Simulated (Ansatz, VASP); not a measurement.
One calculation of WS4, two programs

Contents of INCAR:

```
PREC = Accurate ; ENCUT = 520
EDIFF = 1E-6 ; ISMEAR = -1
SIGMA = 0.05 ; LREAL = F
LASPH = T ; NELM = 60
ALGO = Normal ; ISIF = 2
LWAVE = F ; LCHARG = F
LDIPOL = T ; IDIPOL = 3
DIPOL = 0.5 0.5 0.500 ; GGA = PE
NBANDS = 27
```

Contents of KPOINTS:

```
Automatic mesh
0
Gamma
  10 10 1
```

POSCAR

```
WS4
1.0
    3.1835163551      0.0000000000      0.0000000000
   -1.5917581776      2.7570060369      0.0000000000
    0.0000000000      0.0000000000     45.7822321587
S W
4 1
Direct
    0.6666666700      0.3333333400      0.1638190111
    0.6666666700      0.3333333400      0.4659374011
    0.6666666700      0.3333333400      0.5340625989
    0.6666666700      0.3333333400      0.8361809889
    0.3333333300      0.6666666600      0.5000000000
```

The input input.yaml:

```yaml
crystal:
  lattice:
    - [3.1835163551, 0.0, 0.0]
    - [-1.5917581776, 2.7570060369, 0.0]
    - [0.0, 0.0, 45.7822321587]
  atoms:
    - { symbol: S, position: [0.66666667, 0.33333334, 0.1638190111] }
    - { symbol: S, position: [0.66666667, 0.33333334, 0.4659374011] }
    - { symbol: W, position: [0.33333333, 0.66666666, 0.5] }
    - { symbol: S, position: [0.66666667, 0.33333334, 0.5340625989] }
    - { symbol: S, position: [0.66666667, 0.33333334, 0.8361809889] }
hamiltonian:
  xc: pbe
  pseudopotentials: { kind: paw }
kpoints:
  mp_grid: { grid: [10, 10, 1] }
scf:
  occupations: { method: fermi_dirac, width: 0.05 }
output:
  forces: true
  eigenvalues: true
  write_density: true
  write_potential: true
  elf: true
  volumetric_format: npy
efield:
  axis: 3
  dipole_correction: true
  ramp_width: 0.04
```

Alike in both runs: task single point; functional PBE; k mesh 10 × 10 × 1; occupations fermi-dirac, width 0.05 eV; no spin polarisation.

|  | VASP | Ansatz |
| --- | --- | --- |
| version | VASP 6.6.1 | Ansatz 0.2.0 |
| potentials or method | VASP PAW PBE potentials, release 64 (S, W_sv) | Ansatz PAW |
| plane-wave cutoff (eV) | 520 | 420 |
| valence electrons in the cell | 38 | 38 |

Ansatz gave:

| Item | Value |
| --- | --- |
| gap on the k mesh at the Fermi level (eV) | none |
| rms of the force components (eV/Å) | 0.090 |

Q: Estimate VASP's values.

A: gap on the k mesh at the Fermi level (eV): none; rms of the force components (eV/Å): 0.092.

A gap of «none» marks a metal or a gap that the smearing closes.

Spin-orbit coupling is off throughout.
